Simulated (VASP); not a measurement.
**Hf: relaxation of cell and atoms with BLYP**

Crystal: Hf.

```xyz
1
Lattice="-1.8050 1.8050 1.8050 1.8050 -1.8050 1.8050 1.8050 1.8050 -1.8050" Properties=species:S:1:pos:R:3 pbc="T T T"
Hf    0.0000    0.0000    0.0000
```

```yaml
Program: VASP 6.6.1
Task: relaxation of cell and atoms
Functional: BLYP
Potentials_or_basis: VASP PAW PBE potentials, release 64 (Hf_pv)
Cutoff: 600 eV
k_mesh: 10 × 10 × 10
Occupations: fermi-dirac, width 0.05 eV
Spin: no spin polarisation
Dipole_correction: no
Further_INCAR_settings: ALGO = Normal; EDIFF = 1e-07; IBRION = 2; EDIFFG = -0.01; NSW = 60; ISIF = 3
```

| Item | Value |
| --- | --- |
| Relaxed volume | 22.89 Å³/atom |
| Relaxed cell | a = 3.098 Å, b = 3.098 Å, c = 3.098 Å, α = 109.47°, β = 109.47°, γ = 109.47° |
| Space group after relaxing (to 0.05 Å) | Im-3m (No. 229) |
| Energy gained by relaxing | 5.1 meV/atom |
| Ionic steps | 3 |
| Pressure after relaxing | 0.0 GPa |
| Band gap on the k mesh | zero (band 5 reaches 6.34 eV, above the bottom of band 6 at 4.22 eV) |

Step by step:
| step | energy change (eV) | largest force (eV/Å) | pressure (GPa) | volume (Å³) |
| --- | --- | --- | --- | --- |
| 1 | 0.0000 | 0.0000 | -2.54 | 23.52 |
| 2 | 0.0001 | 0.0000 | 2.75 | 22.28 |
| 3 | -0.0051 | 0.0000 | -0.02 | 22.89 |

Final structure:
```cif
data_structure
_symmetry_space_group_name_H-M 'P 1'
_symmetry_Int_Tables_number 1
_cell_length_a 3.0981
_cell_length_b 3.0981
_cell_length_c 3.0981
_cell_angle_alpha 109.471
_cell_angle_beta 109.471
_cell_angle_gamma 109.471
_cell_volume 22.89
loop_
_atom_site_label
_atom_site_type_symbol
_atom_site_fract_x
_atom_site_fract_y
_atom_site_fract_z
_atom_site_occupancy
Hf1 Hf 0.00000 0.00000 0.00000 1
```

Levels at points of the mesh, in eV from the Fermi level:
| k point | band 1 | band 2 | band 3 | band 4 | band 5 | band 6 | band 7 | band 8 | band 9 |
| --- | --- | --- | --- | --- | --- | --- | --- | --- | --- |
| (0.00, 0.00, 0.00) | -29.86 | -29.86 | -29.86 | -6.85 | 1.37 | 1.37 | 1.37 | 4.07 | 4.07 |
| (0.50, 0.00, 0.00) | -30.62 | -30.11 | -29.86 | -3.29 | -0.55 | 1.18 | 3.88 | 4.83 | 7.20 |
| (0.50, 0.50, 0.50) | -30.40 | -30.40 | -30.40 | -2.50 | -2.50 | 6.41 | 6.41 | 6.41 | 7.20 |

It took 29 s on 1 thread of Intel(R) Xeon(R) 6975P-C (Granite Rapids), on a shared host, peak memory 0.17 GiB.

Caveat: the PAW data sets were made with another functional, which shifts forces and pressure a little; spin-orbit coupling is left out, which moves the levels of the heavy elements.
